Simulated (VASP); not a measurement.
Here is a VASP 6.6.1 calculation.

File POSCAR:

```
AlN
1.0
    0.0000000000      2.0188685302      2.0188685302
    2.0188685302      0.0000000000      2.0188685302
    2.0188685302      2.0188685302      0.0000000000
Al N
1 1
Direct
    0.0000000000      0.0000000000      0.0000000000
    0.5000000000      0.5000000000      0.5000000000
```

INCAR.step1

```
SYSTEM = AlN
ALGO = Normal
EDIFF = 1E-5
ENCUT = 520
GGA = PE
ISIF = 2
ISMEAR = 0
LASPH = .True.
LCHARG = .False.
LREAL = .False.
LWAVE = .True.
NBANDS = 11
NELM = 100
PREC = Accurate
SIGMA = 0.01
```

File INCAR.step2:

```
SYSTEM = AlN
AEXX = 0.25
ALGO = Normal
EDIFF = 1E-6
ENCUT = 520
GGA = PE
ISIF = 2
ISMEAR = 0
ISTART = 1
LASPH = .True.
LCHARG = .False.
LHFCALC = .True.
LREAL = .False.
LWAVE = .False.
NBANDS = 11
NELM = 100
PREC = Accurate
PRECFOCK = Normal
SIGMA = 0.01
```

KPOINTS

```
k-points
0
Gamma
  8 8 8
  0 0 0
```

Potentials or basis: VASP PAW PBE potentials, release 64 (Al, N).

The run is started by

```sh
$ cat potpaw_PBE.64/Al/POTCAR potpaw_PBE.64/N/POTCAR > POTCAR
$ cp INCAR.step1 INCAR
$ mpirun -np 1 vasp_std > vasp.out
$ cp INCAR.step2 INCAR
$ mpirun -np 1 vasp_std > vasp.out
```

Question: Predict the pressure.

Answer: -1.4 GPa.

Question: Predict the band gap on the k mesh.

Answer: 6.78 eV (least direct gap 8.01 eV).

Caveat: the PAW data sets were made with another functional, which shifts forces and pressure a little. A k mesh can miss the band edges.
